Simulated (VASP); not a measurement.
A run of VASP 6.6.1:

The input INCAR:

```
SYSTEM = LiNbO3
PREC = Accurate
ENCUT = 600
EDIFF = 1E-6
ISMEAR = 0
SIGMA = 0.02
LREAL = .False.
LASPH = .True.
NELM = 80
ALGO = Normal
ISIF = 4
LWAVE = .False.
LCHARG = .False.
GGA = PE
IBRION = 2
NSW = 50
EDIFFG = -0.01
```

The input KPOINTS:

```
regular mesh
0
Gamma
  6 6 6
  0 0 0
```

The input POSCAR:

```
LiNbO3
1.0
    2.6475424575      1.5285593505      4.7562720291
   -2.6475424575      1.5285593505      4.7562720291
    0.0000000000     -3.0571187010      4.7562720291
Li Nb O
2 2 6
Direct
    0.2823850632      0.2823850632      0.2823850632
    0.7823850632      0.7823850632      0.7823850632
    0.0007325979      0.0007325979      0.0007325979
    0.5007325979      0.5007325979      0.5007325979
    0.1152696579      0.3513386830      0.7220889979
    0.7220889979      0.1152696579      0.3513386830
    0.3513386830      0.7220889979      0.1152696579
    0.2220889979      0.8513386830      0.6152696579
    0.8513386830      0.6152696579      0.2220889979
    0.6152696579      0.2220889979      0.8513386830
```

Potentials or basis: VASP PAW PBE potentials, release 64 (Li_sv, Nb_sv, O).

Launch:

```sh
$ cat potpaw_PBE.64/Li_sv/POTCAR potpaw_PBE.64/Nb_sv/POTCAR potpaw_PBE.64/O/POTCAR > POTCAR
$ mpirun -np 1 vasp_std > vasp.out
```

Hardware: 1 thread of Intel(R) Xeon(R) Platinum 8375C CPU @ 2.90GHz (Ice Lake), with other jobs on the host.

Q: How long does it take, and how much memory?

A: Wall time 34 min on 1 thread of Intel(R) Xeon(R) Platinum 8375C CPU @ 2.90GHz (Ice Lake), on a shared host, peak memory 0.43 GiB. Counts: scf iterations 98, k points 32, ion steps 16.
